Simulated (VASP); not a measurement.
Set up this calculation in VASP 6.6.1, as the native input.

| Item | Value |
| --- | --- |
| Task | single point |
| Functional | PBEsol |
| Potentials or basis | VASP PAW PBE potentials, release 64 (Na_pv, Cl) |
| Cutoff | 520 eV |
| k mesh | 8 × 8 × 8 |
| Occupations | gaussian, width 0.01 eV |
| Spin | no spin polarisation |
| Dipole correction | no |
| Further INCAR settings | ALGO = Normal; EDIFF = 1e-06; NBANDS = 14 |

The structure of NaCl lies in POSCAR:

```
NaCl
1.0
    2.5971747215      2.5971747215      0.0000000000
   -2.5971747215      2.5971747215      0.0000000000
    0.0000000000      2.5971747215      2.5971747215
Na Cl
1 1
Direct
    0.0000000000      0.0000000000      0.0000000000
    0.5000000000      0.5000000000      0.0000000000
```

The input as run:

INCAR

```
SYSTEM = NaCl
  PREC = Accurate
  ENCUT = 520
  EDIFF = 1E-6
  ISMEAR = 0
  SIGMA = 0.01
  LREAL = .FALSE.
  LASPH = .TRUE.
  NELM = 80
  ALGO = Normal
  ISIF = 2
  LWAVE = .FALSE.
  LCHARG = .FALSE.
  GGA = PS
  NBANDS = 14
```

KPOINTS

```
regular mesh
0
G
  8 8 8
  0 0 0
```

Potentials or basis: VASP PAW PBE potentials, release 64 (Na_pv, Cl).

Command:

```bash
$ cat potpaw_PBE.64/Na_pv/POTCAR potpaw_PBE.64/Cl/POTCAR > POTCAR
$ mpirun -np 1 vasp_std > vasp.out
```

Results of the run:

* Pressure: 10.1 GPa
* Band gap on the k mesh: 6.03 eV

Caveat: the cell stands under pressure; the PAW data sets were made with another functional, which shifts forces and pressure a little.

It took 28 s on 1 thread of Intel Xeon 8259CL, with other jobs on the host, peak memory 0.15 GiB.
